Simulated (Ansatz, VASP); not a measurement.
**One calculation of BiTe, two programs**

Contents of POSCAR:

```
BiTe
1.0
    0.0000000000      3.1689610617      3.1689610617
    3.1689610617      0.0000000000      3.1689610617
    3.1689610617      3.1689610617      0.0000000000
Bi Te
1 1
Direct
    0.0000000000      0.0000000000      0.0000000000
    0.5000000000      0.5000000000      0.5000000000
```

The input INCAR.step1:

```
SYSTEM = BiTe
  ALGO = Normal
  EDIFF = 1E-5
  ENCUT = 520
  GGA = PE
  ISIF = 2
  ISMEAR = -1
  LASPH = .True.
  LCHARG = .False.
  LREAL = .False.
  LWAVE = .True.
  NBANDS = 18
  NELM = 60
  PREC = Accurate
  SIGMA = 0.05
```

The input INCAR.step2:

```
SYSTEM = BiTe
  ALGO = Normal
  EDIFF = 1E-7
  ENCUT = 520
  GGA = PE
  HFSCREEN = 0.2079
  ISIF = 2
  ISMEAR = -1
  ISTART = 1
  LASPH = .True.
  LCHARG = .False.
  LHFCALC = .True.
  LREAL = .False.
  LWAVE = .False.
  NBANDS = 18
  NELM = 60
  PREC = Accurate
  PRECFOCK = Normal
  SIGMA = 0.05
```

File KPOINTS:

```
k-points
0
Gamma
  4 4 4
  0 0 0
```

File input:

```
crystal:
  lattice:
    - [0.0, 3.1689610617, 3.1689610617]
    - [3.1689610617, 0.0, 3.1689610617]
    - [3.1689610617, 3.1689610617, 0.0]
  atoms:
    - { symbol: Bi, position: [0.0, 0.0, 0.0] }
    - { symbol: Te, position: [0.5, 0.5, 0.5] }
hamiltonian:
  xc: hse06
  pseudopotentials: { kind: paw }
kpoints:
  mp_grid: { grid: [4, 4, 4] }
scf:
  occupations: { method: fermi_dirac, width: 0.05 }
output:
  forces: true
  stress: true
  eigenvalues: true
```

Alike in both runs: task single point; functional HSE06; k mesh 4 × 4 × 4; occupations fermi-dirac, width 0.05 eV; no spin polarisation.

```csv
,VASP,Ansatz
version,VASP 6.6.1,Ansatz 0.2.0
potentials or method,"VASP PAW PBE potentials, release 64 (Bi_d, Te)",Ansatz PAW
plane-wave cutoff (eV),520,420
valence electrons in the cell,21,31
```

```csv
,VASP,Ansatz,Ansatz less VASP
gap on the k mesh at the Fermi level (eV),none,none,-
pressure (GPa),1.9,2.2,+0.26
```

A gap of «none» marks a metal or a gap that the smearing closes. VASP's potentials hold 21 valence electrons a cell and Ansatz's 31, so a difference there can come from the potentials and not from the codes.

The k mesh is coarse, so the values compare programs but aren't converged. Neither program's run includes spin-orbit coupling.
